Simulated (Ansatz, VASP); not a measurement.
# Ta2N in VASP and in Ansatz

```
Ta N
1.0
    -1.38764    1.38764    5.13095
     1.38764   -1.38764    5.13095
     1.38764    1.38764   -5.13095
Ta N
2 1
Direct
  0.36544 0.36544 0.00000
  0.63456 0.63456 0.00000
  0.00000 0.00000 0.00000
```

Alike in both runs: functional PBE; k mesh 8 × 8 × 8; occupations gaussian, width 0.1 eV; no spin polarisation.

Ansatz relaxed the structure, and its values are those at the end. VASP's run is a single point on that final structure, the one shown.

|  | VASP | Ansatz |
| --- | --- | --- |
| version | VASP 6.6.1 | Ansatz 0.2.0 |
| potentials or method | VASP PAW PBE potentials, release 64 (Ta_pv, N), cutoff 520 eV | scalar-relativistic, plane waves, PAW |
| valence electrons in the cell | 27 | 31 |

```csv
,VASP,Ansatz,Ansatz less VASP
gap on the k mesh at the Fermi level (eV),none,none,-
pressure (GPa),0.3,-0.1,-0.40
rms of the force components (eV/Å),0.018,0.006,-0.0122
```

A gap of «none» marks a metal or a gap that the smearing closes. The functional is the same, so the differences come from potentials, cutoffs and numerics. VASP's potentials hold 27 valence electrons a cell and Ansatz's 31, so a difference there can come from the potentials and not from the codes.

The k mesh is coarse, so the values compare programs but aren't converged. Spin-orbit coupling is off throughout.
